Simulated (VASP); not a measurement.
A run of VASP 6.6.1 is set up as follows.

Contents of POSCAR:

```
Ti2Sn
1.0
    4.8247039571      0.0000000000      0.0000000000
   -2.4123519785      4.1783161925      0.0000000000
    0.0000000000      0.0000000000      5.7344467700
Ti Sn
4 2
Direct
    0.3333333333      0.6666666667      0.7500000000
    0.6666666667      0.3333333333      0.2500000000
    0.0000000000      0.0000000000      0.0000000000
    0.0000000000      0.0000000000      0.5000000000
    0.3333333333      0.6666666667      0.2500000000
    0.6666666667      0.3333333333      0.7500000000
```

INCAR.step1

```
SYSTEM = Ti2Sn
PREC = Accurate
ENCUT = 550
ISMEAR = -1
SIGMA = 0.1
LREAL = .FALSE.
LASPH = .TRUE.
NELM = 120
NBANDS = 47
GGA = PE
ALGO = Normal
EDIFF = 1E-5
LWAVE = .TRUE.
LCHARG = .FALSE.
GGA_COMPAT = .FALSE.
```

Contents of INCAR.step2:

```
SYSTEM = Ti2Sn
PREC = Accurate
ENCUT = 550
EDIFF = 1E-6
ISMEAR = -1
SIGMA = 0.1
LREAL = .FALSE.
LASPH = .TRUE.
NELM = 120
ALGO = Normal
ISIF = 2
LWAVE = .FALSE.
LCHARG = .FALSE.
METAGGA = R2SCAN
LMIXTAU = .TRUE.
NBANDS = 47
ISTART = 1
GGA_COMPAT = .FALSE.
```

File KPOINTS:

```
regular mesh
0
G
  8 8 6
  0 0 0
```

Potentials or basis: VASP PAW PBE potentials, release 64 (Ti_sv, Sn_d).

Command:

```bash
$ cat potpaw_PBE.64/Ti_sv/POTCAR potpaw_PBE.64/Sn_d/POTCAR > POTCAR
$ cp INCAR.step1 INCAR
$ mpirun -np 1 vasp_std > vasp.out
$ cp INCAR.step2 INCAR
$ mpirun -np 1 vasp_std > vasp.out
```

Problem. What does it give for the pressure?

Solution. -6.0 GPa.

Stress tensor (GPa, compression positive):
```
-6.08  0.00  0.00
 0.00 -6.08  0.00
 0.00  0.00 -5.85
```

Caveat: the cell stands under tension; the PAW data sets were made with another functional, which shifts forces and pressure a little.
